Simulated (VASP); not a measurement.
# YAl3N4 (I4/mmm) in VASP: single point with PBE

Aim: the single point of YAl3N4 with PBE.

Program: VASP 6.6.1. These are calculated values, not measurements. Logs are shortened: lines on timing, memory, paths and dates and some standing lists are left out, and cuts for length are marked.

### 1 The cell of the first run

It takes space group I4/mmm (No. 139, tetragonal). The conventional cell has a = 4.817 Å, b = 4.817 Å, c = 9.633 Å, α = 90.00°, β = 90.00°, γ = 90.00°. Within 3.2 Å of Y (site symmetry 4/mmm) lie 6 N at 2.41 Å. Al (site symmetry 4/mmm) has 6 N at 2.41 Å within 3.2 Å. Within 3.2 Å of Al (site symmetry -4m2) lie 6 N at 2.41 Å. Within 3.2 Å of N (site symmetry 4mm) lie 1 Y at 2.41 Å and 5 Al at 2.41 Å. N (site symmetry mmm) has 2 Y at 2.41 Å and 4 Al at 2.41 Å within 3.2 Å.

### 2 Single point, PBE

Contents of INCAR:

```
SYSTEM = YAl3N4
PREC = Accurate
ENCUT = 520
EDIFF = 1E-6
ISMEAR = 0
SIGMA = 0.1
LREAL = .FALSE.
LASPH = .TRUE.
NELM = 60
ALGO = Normal
ISIF = 2
LWAVE = .FALSE.
LCHARG = .FALSE.
GGA = PE
NBANDS = 30
```

Contents of KPOINTS:

```
regular mesh
0
G
  6 6 6
  0 0 0
```

Contents of POSCAR:

```
YAl3N4
1.0
   -2.4083401000      2.4083401000      4.8166802000
    2.4083401000     -2.4083401000      4.8166802000
    2.4083401000      2.4083401000     -4.8166802000
Y Al N
1 3 4
Direct
    0.5000000000      0.5000000000      0.0000000000
    0.0000000000      0.0000000000      0.0000000000
    0.7500000000      0.2500000000      0.5000000000
    0.2500000000      0.7500000000      0.5000000000
    0.7500000000      0.7500000000      0.0000000000
    0.2500000000      0.2500000000      0.0000000000
    0.5000000000      0.0000000000      0.5000000000
    0.0000000000      0.5000000000      0.5000000000
```

Potentials or basis: VASP PAW PBE potentials, release 64 (Y_sv, Al, N).

Run with:

```bash
$ cat potpaw_PBE.64/Y_sv/POTCAR potpaw_PBE.64/Al/POTCAR potpaw_PBE.64/N/POTCAR > POTCAR
$ mpirun -np 1 vasp_std > vasp.out
```

OUTCAR:

```text
SYSTEM = YAl3N4
   PREC = Accurate
   ENCUT = 520
   EDIFF = 1E-6
   ISMEAR = 0
   LREAL = .FALSE.
   LASPH = .TRUE.
   NELM = 60
   ISIF = 2
   GGA = PE

 ion  position               nearest neighbor table
   1  0.500  0.500  0.000-   5 2.41   6 2.41   7 2.41   8 2.41   7 2.41   8 2.41   3 3.41   2 3.41
                             3 3.41   3 3.41   4 3.41   2 3.41   4 3.41   4 3.41   2 3.41   3 3.41
   2  0.000  0.000  0.000-   5 2.41   6 2.41   7 2.41   8 2.41   8 2.41   7 2.41   1 3.41   1 3.41
                             1 3.41   1 3.41
   3  0.750  0.250  0.500-   5 2.41   6 2.41   7 2.41   8 2.41   5 2.41   6 2.41   1 3.41   1 3.41
                             1 3.41   1 3.41
   4  0.250  0.750  0.500-   5 2.41   6 2.41   7 2.41   8 2.41   6 2.41   5 2.41   1 3.41   1 3.41
                             1 3.41   1 3.41
   5  0.750  0.750  0.000-   1 2.41   2 2.41   3 2.41   4 2.41   3 2.41   4 2.41
   6  0.250  0.250  0.000-   1 2.41   2 2.41   3 2.41   4 2.41   4 2.41   3 2.41
   7  0.500  0.000  0.500-   1 2.41   2 2.41   3 2.41   4 2.41   1 2.41   2 2.41
   8  0.000  0.500  0.500-   1 2.41   2 2.41   3 2.41   4 2.41   2 2.41   1 2.41

  LATTYP: Found a body centered tetragonal cell.
 ALAT       =     4.8166802000
 C/A-ratio  =     2.0000000000

  Lattice vectors:

 A1 = (  -2.4083401000,   2.4083401000,   4.8166802000)
 A2 = (   2.4083401000,  -2.4083401000,   4.8166802000)
 A3 = (   2.4083401000,   2.4083401000,  -4.8166802000)

Analysis of symmetry for initial positions (statically):
=====================================================================
 Subroutine PRICEL returns:
 Original cell was already a primitive cell.

 Routine SETGRP: Setting up the symmetry group for a
 body centered tetragonal supercell.

 Subroutine GETGRP returns: Found 16 space group operations
 (whereof 16 operations were pure point group operations)
 out of a pool of 16 trial point group operations.

The static configuration has the point symmetry D_4h.

Analysis of symmetry for dynamics (positions and initial velocities):
=====================================================================
 Subroutine PRICEL returns:
 Original cell was already a primitive cell.

 Routine SETGRP: Setting up the symmetry group for a
 body centered tetragonal supercell.

 Subroutine GETGRP returns: Found 16 space group operations
 (whereof 16 operations were pure point group operations)
 out of a pool of 16 trial point group operations.

The dynamic configuration has the point symmetry D_4h.

 Subroutine INISYM returns: Found 16 space group operations
 (whereof 16 operations are pure point group operations),
 and found     1 'primitive' translations

----------------------------------------------------------------------------------------

                                     Primitive cell

  volume of cell :     111.7489

  direct lattice vectors                    reciprocal lattice vectors
    -2.408340100  2.408340100  4.816680200     0.000000000  0.207611873  0.103805937
     2.408340100 -2.408340100  4.816680200     0.207611873  0.000000000  0.103805937
     2.408340100  2.408340100 -4.816680200     0.207611873  0.207611873  0.000000000

  length of vectors
     5.899204372  5.899204372  5.899204372     0.232117131  0.232117131  0.293607527

  position of ions in fractional coordinates (direct lattice)
     0.500000000  0.500000000  0.000000000
     0.000000000  0.000000000  0.000000000
     0.750000000  0.250000000  0.500000000
     0.250000000  0.750000000  0.500000000
     0.750000000  0.750000000  0.000000000
     0.250000000  0.250000000  0.000000000
     0.500000000  0.000000000  0.500000000
     0.000000000  0.500000000  0.500000000

  ion indices of the primitive-cell ions
   primitive index   ion index
                 1           1
                 2           2
                 3           3
                 4           4
                 5           5
                 6           6
                 7           7
                 8           8

----------------------------------------------------------------------------------------

 KPOINTS: regular mesh

Automatic generation of k-mesh.
 Grid dimensions read from file:
 generate k-points for:    6    6    6

 Generating k-lattice:

  Cartesian coordinates                     Fractional coordinates (reciprocal lattice)
     0.000000000  0.034601979  0.017300989     0.166666667  0.000000000  0.000000000
     0.034601979  0.000000000  0.017300989     0.000000000  0.166666667  0.000000000
     0.034601979  0.034601979  0.000000000     0.000000000  0.000000000  0.166666667

  Length of vectors
     0.038686188  0.038686188  0.048934588

  Shift w.r.t. Gamma in fractional coordinates (k-lattice)
     0.000000000  0.000000000  0.000000000

 Subroutine IBZKPT returns following result:
 ===========================================

 Found     30 irreducible k-points:

 Following reciprocal coordinates:
            Coordinates               Weight
  0.000000  0.000000  0.000000      1.000000
  0.166667  0.000000  0.000000      8.000000
  0.333333  0.000000  0.000000      8.000000
  0.500000  0.000000  0.000000      4.000000
  0.166667  0.166667  0.000000      8.000000
  0.333333  0.166667  0.000000     16.000000
[... 16 lines left out ...]
 -0.333333 -0.333333  0.166667      8.000000
 -0.166667 -0.333333  0.166667      8.000000
 [... further k-points ...]
   k-points           NKPTS =     30   k-points in BZ     NKDIM =     30   number of bands    NBANDS=     30
   number of dos      NEDOS =    301   number of ions     NIONS =      8
   total plane-waves  NPLWV = 110592
   dimension x,y,z NGX =    48 NGY =   48 NGZ =   48
   dimension x,y,z NGXF=    96 NGYF=   96 NGZF=   96
   ions per type =               1   3   4
   NGX,Y,Z   is equivalent  to a cutoff of  13.53, 13.53, 13.53 a.u.
   NGXF,Y,Z  is equivalent  to a cutoff of  27.05, 27.05, 27.05 a.u.
 SYSTEM =  YAl3N4
   PREC   = accura    normal or accurate (medium, high low for compatibility)
   ISTART =      0    job   : 0-new  1-cont  2-samecut
   ICHARG =      2    charge: 1-file 2-atom 10-const
   ISPIN  =      1    spin polarized calculation?
   LNONCOLLINEAR =      F non collinear calculations
   LSORBIT =      F    spin-orbit coupling
   LASPH  =      T    aspherical Exc in radial PAW
   ENCUT  =  520.0 eV  38.22 Ry    6.18 a.u.  10.97 10.97 10.97*2*pi/ulx,y,z
   NELM   =     60;   NELMIN=  2; NELMDL= -5     # of ELM steps
   EDIFF  = 0.1E-05   stopping-criterion for ELM
   LREAL  =      F    real-space projection
   EDIFFG = 0.1E-04   stopping-criterion for IOM
   NSW    =      0    number of steps for IOM
   IBRION =     -1    ionic relax: 0-MD 1-quasi-New 2-CG
   NFREE  =      0    steps in history (QN), initial steepest desc. (CG)
   ISIF   =      2    stress and relaxation
   ISYM   =      2    0-nonsym 1-usesym 2-fastsym
   POTIM  = 0.5000    time-step for ionic-motion
   TEBEG  =    0.0;   TEEND  =   0.0 temperature during run
   PSTRESS=    0.0 pullay stress
   NELECT =      40.0000    total number of electrons
   NUPDOWN=      -1.0000    fix difference up-down
   EMIN   =  10.00;   EMAX   =-10.00  energy-range for DOS
   EFERMI =   0.00;   METHOD = LEGACY
   ISMEAR =     0;   SIGMA  =   0.10  broadening in eV -4-tet -1-fermi 0-gaus
   EFERMI_NEDOS =   21; number of points for ismear=-14 and -15
   IALGO  =     38    algorithm
   IMIX   =      4    mixing-type and parameters
     AMIX     =   0.40;   BMIX     =  1.00
     AMIX_MAG =   1.60;   BMIX_MAG =  1.00
  volume/ion in A,a.u.               =      13.97        94.26
  Fermi-wavevector in a.u.,A,eV,Ry     =   1.162377  2.196574 18.383108  1.351120
  Thomas-Fermi vector in A             =   2.298939
   LORBIT       =      0    0 simple, 1 ext, 2 COOP (PROOUT), +10 PAW based schemes
   GGA     = PE    functional components
   LHFCALC =     F    Hartree Fock is set to
   AEXX    =    0.0000 exact exchange contribution
   IVDW    =     0    specifies the selected vdW correction
   LEPSILON=     F    determine dielectric tensor
   LRPA    =     F    only Hartree local field effects (RPA)
 non-spin polarized calculation
 Gauss-broadening in eV      SIGMA  =   0.10
  energy-cutoff  :      520.00
  volume of cell :      111.75
 maximum number of plane-waves:      3028
 NGX is ok and might be reduce to    48
   NGX = 21   NGY = 21   NGZ = 21

 number of electron      39.9999999 magnetization

 Free energy of the ion-electron system (eV)
  ---------------------------------------------------
  ext. energy  EPLUGINS =         0.00000000
  ---------------------------------------------------
  free energy    TOTEN  =       -55.04781701 eV

  energy without entropy =      -55.04625386  energy(sigma->0) =      -55.04703543

 E-fermi :   4.7989     XC(G=0): -10.4022

 val. band max:        4.7740104182   @ k =   0.0000   0.0000   0.0000
 cond. band min:       4.8205262020   @ k =   0.5000   0.5000   0.5000
 fundamental gap:      0.0465157839
 Fermi energy:         4.7989480920

 k-point     1 :       0.0000    0.0000    0.0000
  band No.  band energies     occupation
      1     -35.9751      2.00000
      2     -16.1874      2.00000
      3     -16.0615      2.00000
      4     -16.0615      2.00000
      5      -9.1828      2.00000
      6      -7.5861      2.00000
[... 22 lines left out ...]
     29      12.3531      0.00000
     30      12.3532      0.00000

 k-point     2 :       0.1667    0.0000    0.0000
  band No.  band energies     occupation
      1     -35.9749      2.00000
      2     -16.1886      2.00000
      3     -16.0888      2.00000
      4     -16.0608      2.00000
      5      -9.0359      2.00000
      6      -7.6148      2.00000
[... 22 lines left out ...]
     29      12.1306      0.00000
     30      12.4070      0.00000

 k-point     3 :       0.3333    0.0000    0.0000
  band No.  band energies     occupation
      1     -35.9744      2.00000
      2     -16.1913      2.00000
      3     -16.1418      2.00000
      4     -16.0594      2.00000
      5      -8.6522      2.00000
      6      -7.7004      2.00000
[... 682 lines left out ...]
     29      11.9930      0.00000
     30      12.2746      0.00000

 k-point    24 :      -0.1667   -0.3333    0.1667
  band No.  band energies     occupation
      1     -35.9748      2.00000
      2     -16.1958      2.00000
      3     -16.0892      2.00000
      4     -16.0613      2.00000
      5      -8.8020      2.00000
      6      -7.8230      2.00000
[... 22 lines left out ...]
     29      11.8822      0.00000
     30      12.0195      0.00000

 [... further k-points ...]
[... 5 lines left out ...]
  --------------------------------------------------------------------------------------
  -------------------------------------------------------------------------------------
  Total      -20.8162038    -20.8162038    -22.9827560      0.0000000      0.0000000      0.0000000
  in kB     -298.4480017   -298.4480017   -329.5104947      0.0000000      0.0000000      0.0000000
  external PRESSURE =    -308.8021661 kB  Pullay stress =       0.0000000 kB

 VOLUME and BASIS-vectors are now :
 -----------------------------------------------------------------------------
  energy-cutoff  :      520.00
  volume of cell :      111.75
      direct lattice vectors                 reciprocal lattice vectors
    -2.408340100  2.408340100  4.816680200     0.000000000  0.207611873  0.103805937
     2.408340100 -2.408340100  4.816680200     0.207611873  0.000000000  0.103805937
     2.408340100  2.408340100 -4.816680200     0.207611873  0.207611873  0.000000000

 POSITION                                       TOTAL-FORCE (eV/Angst)
 -----------------------------------------------------------------------------------
      0.00000      0.00000      4.81668        -0.000000     -0.000000      0.000000
      0.00000      0.00000      0.00000        -0.000000     -0.000000      0.000000
      0.00000      2.40834      2.40834        -0.000000     -0.000000      0.000000
      2.40834      0.00000      2.40834        -0.000000     -0.000000      0.000000
      0.00000      0.00000      7.22502         0.000000      0.000000      1.521255
      0.00000      0.00000      2.40834        -0.000000     -0.000000     -1.521255
      0.00000      2.40834      0.00000        -0.000000     -0.000000      0.000000
      2.40834      0.00000      0.00000        -0.000000     -0.000000      0.000000
 -----------------------------------------------------------------------------------
    total drift:                               -0.000000      0.000000      0.000000

  FREE ENERGIE OF THE ION-ELECTRON SYSTEM (eV)
  ---------------------------------------------------
  free  energy   TOTEN  =       -55.0478170060 eV

  energy  without entropy=      -55.0462538608  energy(sigma->0) =      -55.04703543
```

Run time: 5.2 min. Hardware: 1 thread of AMD EPYC 7R43 (Zen 3), shared host; peak memory 0.35 GiB.

What came out:

- Free energy: -55.0478 eV
- Pressure: -30.9 GPa
- Largest force: 1.521 eV/Å
- Band gap on the k mesh: zero (filled and empty bands touch)

Forces on the atoms (eV/Å):
```
Y    0.000  0.000  0.000
Al   0.000  0.000  0.000
Al   0.000  0.000  0.000
Al   0.000  0.000  0.000
N    0.000  0.000  1.521
N    0.000  0.000 -1.521
N    0.000  0.000  0.000
N    0.000  0.000  0.000
```

Caveat: forces of over 1 eV/Å act on the atoms, so gaps and moduli don't describe the material at rest.
